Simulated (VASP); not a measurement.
Runs of VASP 6.6.1 on Be2ZnSe3. The structure is that of space group P-4m2 (No. 115), or close to it. The cells are those of the table. 

```csv
task,cell,k mesh,cutoff (eV),gap on the mesh (eV),pressure (GPa),relaxed volume (Å³/atom),largest force (eV/Å)
single point,"a = 3.740, b = 3.740, c = 8.239 Å, 6 atoms",6 × 6 × 2,520,none,(b),-,1.20
single point,"a = 3.470, b = 3.470, c = 11.954 Å, 6 atoms",12 × 12 × 4,520,none,0.2,-,0.02
relaxation of cell and atoms,"relaxed from a = 3.740, b = 3.740, c = 8.239 Å, 6 atoms",6 × 6 × 2,600,none,0.0,22.88,0.03
relaxation of cell and atoms,"relaxed from a = 3.470, b = 3.470, c = 11.396 Å, 6 atoms",12 × 12 × 4,600,none,0.0,24.17,0.01
single point,"a = 3.470, b = 3.470, c = 11.396 Å, 6 atoms",6 × 6 × 2,520,none,0.2,-,(a)
```

Alike in all rows: level PBE; potentials or basis VASP PAW PBE potentials, release 64 (Be, Zn, Se); no spin polarisation; smearing gaussian 0.1 eV.

**Question.** Fill in the values left out.

**Answer.** (a) 0.04; (b) -8.1.

Caveats: some runs use coarse meshes; forces of over 1 eV/Å act on the atoms, so gaps and moduli don't describe the material at rest (some runs); the volume moved by over 15 % at a fixed basis, so the end points are rough (some runs).

A k mesh can miss the band edges, and the runs leave out spin-orbit coupling on Se.

A gap of «none» marks levels without a gap at the run's occupations.
